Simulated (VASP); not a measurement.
# Te2Mo in VASP: further runs

The runs below take Te2Mo through single point, with PBE+D3(BJ).

Everything below comes from runs of VASP 6.6.1. Logs are shortened: lines on timing, memory, paths and dates and some standing lists are left out, and cuts for length are marked.

## (1) The cell of the first run

Symmetry: P-6m2, No. 187, hexagonal system. Conventional cell: a = 3.414 Å, b = 3.414 Å, c = 7.981 Å, α = 90.00°, β = 90.00°, γ = 120.00°. Te (site symmetry 3m) has 3 Mo at 2.74 Å and 6 Te at 3.41 Å within 3.6 Å. Within 3.6 Å of Mo (site symmetry -6m2) lie 6 Te at 2.74 Å and 6 Mo at 3.41 Å.

## (2) Single point, PBE+D3(BJ) (mode 5 frozen in at +0.000 Å, strain +e along z and -e/2 along x and y +0.0467)

INCAR

```
ALGO = Normal
EDIFF = 1E-7
ENCUT = 520
GGA = PE
ISIF = 2
ISMEAR = 0
IVDW = 12
LASPH = T
LCHARG = F
LREAL = F
LWAVE = F
NBANDS = 20
NELM = 100
PREC = Accurate
SIGMA = 0.05
```

KPOINTS

```
k-points
0
Gamma
  9 9 4
```

POSCAR

```
Te2Mo
1.0
    3.4135464239      0.0000000000      0.0000000000
   -1.7067732120      2.9562179201      0.0000000000
    0.0000000000      0.0000000000      7.9806213689
Te Mo
2 1
Direct
    0.3333333333      0.6666666667      0.7614144829
    0.3333333333      0.6666666667      0.2385855171
    0.0000000000      0.0000000000      0.0000000000
```

Potentials or basis: VASP PAW PBE potentials, release 64 (Te, Mo_sv).

Command:

```console
> cat potpaw_PBE.64/Te/POTCAR potpaw_PBE.64/Mo_sv/POTCAR > POTCAR
> mpirun -np 1 vasp_std > vasp.out
```

OUTCAR:

```text
EDIFF = 1E-7
   ENCUT = 520
   GGA = PE
   ISIF = 2
   ISMEAR = 0
   IVDW = 12
   LASPH = T
   LREAL = F
   NELM = 100
   PREC = Accurate
 IVDW          = 12

 ion  position               nearest neighbor table
   1  0.333  0.667  0.761-   3 2.74   3 2.74   3 2.74
   2  0.333  0.667  0.239-   3 2.74   3 2.74   3 2.74
   3  0.000  0.000  0.000-   1 2.74   2 2.74   1 2.74   2 2.74   1 2.74   2 2.74

  LATTYP: Found a hexagonal cell.
 ALAT       =     3.4135464239
 C/A-ratio  =     2.3379267125

  Lattice vectors:

 A1 = (   3.4135464239,   0.0000000000,   0.0000000000)
 A2 = (  -1.7067732120,   2.9562179201,   0.0000000000)
 A3 = (   0.0000000000,   0.0000000000,   7.9806213689)

Analysis of symmetry for initial positions (statically):
=====================================================================
 Subroutine PRICEL returns:
 Original cell was already a primitive cell.

 Routine SETGRP: Setting up the symmetry group for a
 hexagonal supercell.

 Subroutine GETGRP returns: Found 12 space group operations
 (whereof 12 operations were pure point group operations)
 out of a pool of 24 trial point group operations.

The static configuration has the point symmetry D_3h.

Analysis of symmetry for dynamics (positions and initial velocities):
=====================================================================
 Subroutine PRICEL returns:
 Original cell was already a primitive cell.

 Routine SETGRP: Setting up the symmetry group for a
 hexagonal supercell.

 Subroutine GETGRP returns: Found 12 space group operations
 (whereof 12 operations were pure point group operations)
 out of a pool of 24 trial point group operations.

The dynamic configuration has the point symmetry D_3h.

 Subroutine INISYM returns: Found 12 space group operations
 (whereof 12 operations are pure point group operations),
 and found     1 'primitive' translations

----------------------------------------------------------------------------------------

                                     Primitive cell

  volume of cell :      80.5339

  direct lattice vectors                    reciprocal lattice vectors
     3.413546424  0.000000000  0.000000000     0.292950461  0.169135028  0.000000000
    -1.706773212  2.956217920  0.000000000     0.000000000  0.338270056  0.000000000
     0.000000000  0.000000000  7.980621369     0.000000000  0.000000000  0.125303526

  length of vectors
     3.413546424  3.413546424  7.980621369     0.338270056  0.338270056  0.125303526

  position of ions in fractional coordinates (direct lattice)
     0.333333333  0.666666667  0.761414483
     0.333333333  0.666666667  0.238585517
     0.000000000  0.000000000  0.000000000

  ion indices of the primitive-cell ions
   primitive index   ion index
                 1           1
                 2           2
                 3           3

----------------------------------------------------------------------------------------

 KPOINTS: k-points

Automatic generation of k-mesh.
 Grid dimensions read from file:
 generate k-points for:    9    9    4

 Generating k-lattice:

  Cartesian coordinates                     Fractional coordinates (reciprocal lattice)
     0.032550051  0.018792781  0.000000000     0.111111111  0.000000000  0.000000000
     0.000000000  0.037585562  0.000000000     0.000000000  0.111111111  0.000000000
     0.000000000  0.000000000  0.031325882     0.000000000  0.000000000  0.250000000

  Length of vectors
     0.037585562  0.037585562  0.031325882

  Shift w.r.t. Gamma in fractional coordinates (k-lattice)
     0.000000000  0.000000000  0.000000000

 Subroutine IBZKPT returns following result:
 ===========================================

 Found     36 irreducible k-points:

 Following reciprocal coordinates:
            Coordinates               Weight
  0.000000  0.000000  0.000000      1.000000
  0.111111 -0.000000  0.000000      6.000000
  0.222222 -0.000000  0.000000      6.000000
  0.333333  0.000000  0.000000      6.000000
  0.444444 -0.000000  0.000000      6.000000
  0.111111  0.111111  0.000000      6.000000
[... 16 lines left out ...]
  0.333333  0.222222  0.250000     24.000000
  0.333333  0.333333  0.250000      4.000000
 [... further k-points ...]
   k-points           NKPTS =     36   k-points in BZ     NKDIM =     36   number of bands    NBANDS=     20
   number of dos      NEDOS =    301   number of ions     NIONS =      3
   total plane-waves  NPLWV =  47040
   dimension x,y,z NGX =    28 NGY =   28 NGZ =   60
   dimension x,y,z NGXF=    56 NGYF=   56 NGZF=  120
   ions per type =               2   1
   NGX,Y,Z   is equivalent  to a cutoff of  13.64, 13.64, 12.50 a.u.
   NGXF,Y,Z  is equivalent  to a cutoff of  27.27, 27.27, 25.00 a.u.
 SYSTEM =  unknown system
   PREC   = accura    normal or accurate (medium, high low for compatibility)
   ISTART =      0    job   : 0-new  1-cont  2-samecut
   ICHARG =      2    charge: 1-file 2-atom 10-const
   ISPIN  =      1    spin polarized calculation?
   LNONCOLLINEAR =      F non collinear calculations
   LSORBIT =      F    spin-orbit coupling
   LASPH  =      T    aspherical Exc in radial PAW
   ENCUT  =  520.0 eV  38.22 Ry    6.18 a.u.   6.35  6.35 14.84*2*pi/ulx,y,z
   NELM   =    100;   NELMIN=  2; NELMDL= -5     # of ELM steps
   EDIFF  = 0.1E-06   stopping-criterion for ELM
   LREAL  =      F    real-space projection
   EDIFFG = 0.1E-05   stopping-criterion for IOM
   NSW    =      0    number of steps for IOM
   IBRION =     -1    ionic relax: 0-MD 1-quasi-New 2-CG
   NFREE  =      0    steps in history (QN), initial steepest desc. (CG)
   ISIF   =      2    stress and relaxation
   ISYM   =      2    0-nonsym 1-usesym 2-fastsym
   POTIM  = 0.5000    time-step for ionic-motion
   TEBEG  =    0.0;   TEEND  =   0.0 temperature during run
   PSTRESS=    0.0 pullay stress
   NELECT =      26.0000    total number of electrons
   NUPDOWN=      -1.0000    fix difference up-down
   EMIN   =  10.00;   EMAX   =-10.00  energy-range for DOS
   EFERMI =   0.00;   METHOD = LEGACY
   ISMEAR =     0;   SIGMA  =   0.05  broadening in eV -4-tet -1-fermi 0-gaus
   EFERMI_NEDOS =   21; number of points for ismear=-14 and -15
   IALGO  =     38    algorithm
   IMIX   =      4    mixing-type and parameters
     AMIX     =   0.40;   BMIX     =  1.00
     AMIX_MAG =   1.60;   BMIX_MAG =  1.00
  volume/ion in A,a.u.               =      26.84       181.16
  Fermi-wavevector in a.u.,A,eV,Ry     =   1.123069  2.122292 17.160799  1.261283
  Thomas-Fermi vector in A             =   2.259733
   LORBIT       =      0    0 simple, 1 ext, 2 COOP (PROOUT), +10 PAW based schemes
   GGA     = PE    functional components
   LHFCALC =     F    Hartree Fock is set to
   AEXX    =    0.0000 exact exchange contribution
   IVDW    =    12    specifies the selected vdW correction
   LEPSILON=     F    determine dielectric tensor
   LRPA    =     F    only Hartree local field effects (RPA)
 non-spin polarized calculation
 Gauss-broadening in eV      SIGMA  =   0.05
  energy-cutoff  :      520.00
  volume of cell :       80.53
 maximum number of plane-waves:      2225
 NGX is ok and might be reduce to    28
   NGX = 13   NGY = 13   NGZ = 29

 number of electron      26.0000002 magnetization

 Free energy of the ion-electron system (eV)
  ---------------------------------------------------
  ext. energy  EPLUGINS =         0.00000000
  ---------------------------------------------------
  free energy    TOTEN  =       -17.86534240 eV

  energy without entropy =      -17.86534240  energy(sigma->0) =      -17.86534240

 E-fermi :   7.5920     XC(G=0):  -9.9009

 val. band max:        7.2818284163   @ k =   0.4444  -0.0000   0.5000
 cond. band min:       8.0449824599   @ k =   0.2222   0.2222   0.0000
 fundamental gap:      0.7631540437
 Fermi energy:         7.5920316579

 k-point     1 :       0.0000    0.0000    0.0000
  band No.  band energies     occupation
      1     -53.4588      2.00000
      2     -27.6801      2.00000
      3     -27.4390      2.00000
      4     -27.4390      2.00000
      5      -5.7889      2.00000
      6      -4.9238      2.00000
[... 12 lines left out ...]
     19      14.3656      0.00000
     20      15.9437      0.00000

 k-point     2 :       0.1111   -0.0000    0.0000
  band No.  band energies     occupation
      1     -53.4571      2.00000
      2     -27.6759      2.00000
      3     -27.4592      2.00000
      4     -27.4437      2.00000
      5      -5.5971      2.00000
      6      -4.7790      2.00000
[... 12 lines left out ...]
     19      14.9383      0.00000
     20      16.0290      0.00000

 k-point     3 :       0.2222   -0.0000    0.0000
  band No.  band energies     occupation
      1     -53.4529      2.00000
      2     -27.6654      2.00000
      3     -27.5100      2.00000
      4     -27.4557      2.00000
      5      -5.0479      2.00000
      6      -4.3662      2.00000
[... 12 lines left out ...]
     19      14.6231      0.00000
     20      14.7835      0.00000

 k-point     4 :       0.3333    0.0000    0.0000
  band No.  band energies     occupation
      1     -53.4481      2.00000
      2     -27.6533      2.00000
      3     -27.5672      2.00000
      4     -27.4693      2.00000
      5      -4.2465      2.00000
      6      -3.7763      2.00000
[... 12 lines left out ...]
     19      12.9904      0.00000
     20      13.7710      0.00000

 k-point     5 :       0.4444   -0.0000    0.0000
  band No.  band energies     occupation
      1     -53.4450      2.00000
      2     -27.6455      2.00000
      3     -27.6042      2.00000
      4     -27.4782      2.00000
      5      -3.5124      2.00000
      6      -3.2663      2.00000
[... 12 lines left out ...]
     19      13.1710      0.00000
     20      13.3609      0.00000
[... 353 lines left out ...]
      6      -3.1486      2.00000
[... 12 lines left out ...]
     19      13.7111      0.00000
     20      14.5144      0.00000

 k-point    22 :       0.2222    0.2222    0.2500
  band No.  band energies     occupation
      1     -53.4460      2.00000
      2     -27.6481      2.00000
      3     -27.5705      2.00000
      4     -27.4973      2.00000
      5      -3.7952      2.00000
      6      -3.5114      2.00000
[... 12 lines left out ...]
     19      13.9932      0.00000
     20      14.5478      0.00000

 k-point    23 :       0.3333    0.2222    0.2500
  band No.  band energies     occupation
      1     -53.4436      2.00000
      2     -27.6420      2.00000
      3     -27.5838      2.00000
      4     -27.5194      2.00000
      5      -3.1935      2.00000
      6      -3.0656      2.00000
[... 12 lines left out ...]
     19      13.4495      0.00000
     20      14.3047      0.00000

 k-point    24 :       0.3333    0.3333    0.2500
  band No.  band energies     occupation
      1     -53.4427      2.00000
      2     -27.6399      2.00000
      3     -27.5657      2.00000
      4     -27.5498      2.00000
      5      -2.9799      2.00000
      6      -2.8884      2.00000
[... 12 lines left out ...]
     19      12.3781      0.00000
     20      14.6405      0.00000

 [... further k-points ...]

------------------------ aborting loop because EDIFF is reached ----------------------------------------

 Edisp (eV)   -1.50399

 E8    (eV) :    -0.6938

  FORCE on cell =-STRESS in cart. coord.  units (eV):
  Direction    XX          YY          ZZ          XY          YZ          ZX
  --------------------------------------------------------------------------------------
  -------------------------------------------------------------------------------------
  Total       0.81826     0.81826    -2.86343    -0.00000     0.00000     0.00000
  in kB      16.27883    16.27883   -56.96629    -0.00000     0.00000     0.00000
  external pressure =       -8.14 kB  Pullay stress =        0.00 kB

 VOLUME and BASIS-vectors are now :
 -----------------------------------------------------------------------------
  energy-cutoff  :      520.00
  volume of cell :       80.53
      direct lattice vectors                 reciprocal lattice vectors
     3.413546424  0.000000000  0.000000000     0.292950461  0.169135028  0.000000000
    -1.706773212  2.956217920  0.000000000     0.000000000  0.338270056  0.000000000
     0.000000000  0.000000000  7.980621369     0.000000000  0.000000000  0.125303526

 POSITION                                       TOTAL-FORCE (eV/Angst)
 -----------------------------------------------------------------------------------
     -0.00000      1.97081      6.07656        -0.000000      0.000000      0.604348
     -0.00000      1.97081      1.90406         0.000000     -0.000000     -0.604348
      0.00000      0.00000      0.00000        -0.000000      0.000000      0.000000
 -----------------------------------------------------------------------------------
    total drift:                                0.000000     -0.000000      0.000000

  FREE ENERGIE OF THE ION-ELECTRON SYSTEM (eV)
  ---------------------------------------------------
  free  energy   TOTEN  =       -19.3693370113 eV

  energy  without entropy=      -19.3693370113  energy(sigma->0) =      -19.36933701
```

Wall time 59 s (1 thread of Intel Xeon Platinum 8259CL at 2.50GHz (Skylake/Cascade Lake), shared host); peak memory 0.24 GiB.

What came out:

```
Free energy                : -19.3693 eV
Pressure                   : -0.8 GPa
Largest force              : 0.604 eV/Å
Band gap on the k mesh     : 0.76 eV, indirect (least direct gap 1.20 eV)
Dispersion energy per atom : -0.501 eV
```

Forces on the atoms (eV/Å):
```
Te   0.000  0.000  0.604
Te   0.000  0.000 -0.604
Mo   0.000  0.000  0.000
```

Levels at points of the mesh, in eV from the valence-band top:
| k point | band 10 | band 11 | band 12 | band 13 | band 14 | band 15 | band 16 | band 17 |
| --- | --- | --- | --- | --- | --- | --- | --- | --- |
| (0.00, 0.00, 0.00) | -1.38 | -1.34 | -0.62 | -0.62 | 3.40 | 3.40 | 3.51 | 3.51 |
| (0.00, 0.00, 0.50) | -1.37 | -0.74 | -0.63 | -0.63 | 3.31 | 3.31 | 3.60 | 3.60 |

Caveat: the cell differs from its parent crystal (mode 5 frozen in at +0.000 Å, strain +e along z and -e/2 along x and y +0.0467); spin-orbit coupling is left out, which moves the levels of the heavy elements. A k mesh can miss the band edges.

(Part 1 of 2 ends here.)
